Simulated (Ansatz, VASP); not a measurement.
## Mg: VASP beside Ansatz

Contents of INCAR:

```
ALGO     = Normal         # electronic algorithm
EDIFF    = 1E-6           # SCF threshold, eV
EDIFFG   = -0.01          # ionic threshold
ENCUT    = 600            # plane-wave cutoff, eV
GGA      = RP             # functional
IBRION   = 2              # ionic algorithm
ISIF     = 3              # what is computed and relaxed
ISMEAR   = -1             # smearing method
LASPH    = True           # aspherical terms in the spheres
LCHARG   = False          # write CHGCAR
LREAL    = False          # projectors in reciprocal space
LWAVE    = False          # write WAVECAR
NELM     = 100            # most SCF steps
NSW      = 80             # ionic steps
PREC     = Accurate       # precision mode
SIGMA    = 0.1            # smearing width, eV
```

Contents of KPOINTS:

```
k-points
0
Gamma
  9 9 9
```

POSCAR

```
Mg
1.0
    0.0000000000      3.1538244874      3.1538244874
    3.1538244874      0.0000000000      3.1538244874
    3.1538244874      3.1538244874      0.0000000000
Mg
2
Direct
    0.1250000000      0.1250000000      0.1250000000
    0.8750000000      0.8750000000      0.8750000000
```

Input for Ansatz:

```yaml
crystal:
  lattice:
    - [0.0, 3.1538244874, 3.1538244874]
    - [3.1538244874, 0.0, 3.1538244874]
    - [3.1538244874, 3.1538244874, 0.0]
  atoms:
    - { symbol: Mg, position: [0.125, 0.125, 0.125] }
    - { symbol: Mg, position: [0.875, 0.875, 0.875] }
hamiltonian:
  xc: rpbe
  pseudopotentials:
    kind: paw
    azcp:
      Mg: "pseudopotentials/Mg.paw.azcp"
basis:
  ecutwfc: 420
  fft_grid_basis: typed
kpoints:
  mp_grid: { grid: [9, 9, 9], shift: [0, 0, 0] }
magnetization:
  spin_polarized: false
scf:
  occupations: { method: fermi_dirac, width: 0.1 }
relax:
  max_steps: 60
  f_tol: 0.01
  cell: {}
```

Alike in both runs: task relaxation of cell and atoms; functional RPBE; k mesh 9 × 9 × 9; occupations fermi-dirac, width 0.1 eV; no spin polarisation.

|  | VASP | Ansatz |
| --- | --- | --- |
| version | VASP 6.6.1 | Ansatz 0.2.0 |
| potentials or method | VASP PAW PBE potentials, release 64 (Mg), cutoff 600 eV | plane waves (420 eV) with PAW, scalar-relativistic |
| valence electrons in the cell | 4 | 20 |

```csv
,VASP,Ansatz,Ansatz less VASP
relaxed volume (Å³/atom),42.19,42.33,+0.140
relaxed cell length with the largest relative difference (Å),4.923,4.929,+0.0055
```

VASP's potentials were made for PBE, not for RPBE. VASP's potentials hold 4 valence electrons a cell and Ansatz's 20, so a difference there can come from the potentials and not from the codes.

Noted on VASP's run: the volume moved by over 15 % at a fixed basis, so the end points are rough.
